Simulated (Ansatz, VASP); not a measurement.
TiGa3: VASP beside Ansatz

```
CELL_PARAMETERS angstrom
-1.93166 1.93166 4.45265
1.93166 -1.93166 4.45265
1.93166 1.93166 -4.45265
ATOMIC_POSITIONS crystal
Ti 0.00000 0.00000 0.00000
Ga 0.50000 0.50000 0.00000
Ga 0.75000 0.25000 0.50000
Ga 0.25000 0.75000 0.50000
```

Change from the starting cell: volume scaled by 1.06, crystal datasets.

Alike in both runs: task electric field gradients; functional PBEsol; k mesh 14 × 14 × 14; occupations fermi-dirac, width 0.05 eV; no spin polarisation.

|  | VASP | Ansatz |
| --- | --- | --- |
| version | VASP 6.6.1 | Ansatz 0.2.0 |
| potentials or method | VASP PAW PBE potentials, release 64 (Ti_sv, Ga_d), cutoff 520 eV | all-electron PAW with datasets made for the crystal, scalar-relativistic |

Ansatz gave:

```
pressure (GPa)                                                : -8.1
traceless stress, the component that is largest in VASP (GPa) : 1.04
size of Vzz on the site where it differs most (V/Å²)          : 94.2
```

Q: What did VASP give for the same quantities?

A: Pressure (GPa): -8.0; traceless stress, the component that is largest in VASP (GPa): 1.03; size of Vzz on the site where it differs most (V/Å²): 88.5.

VASP's potentials were made for PBE, not for PBEsol. Ansatz ran all-electron here, and VASP with PAW potentials.
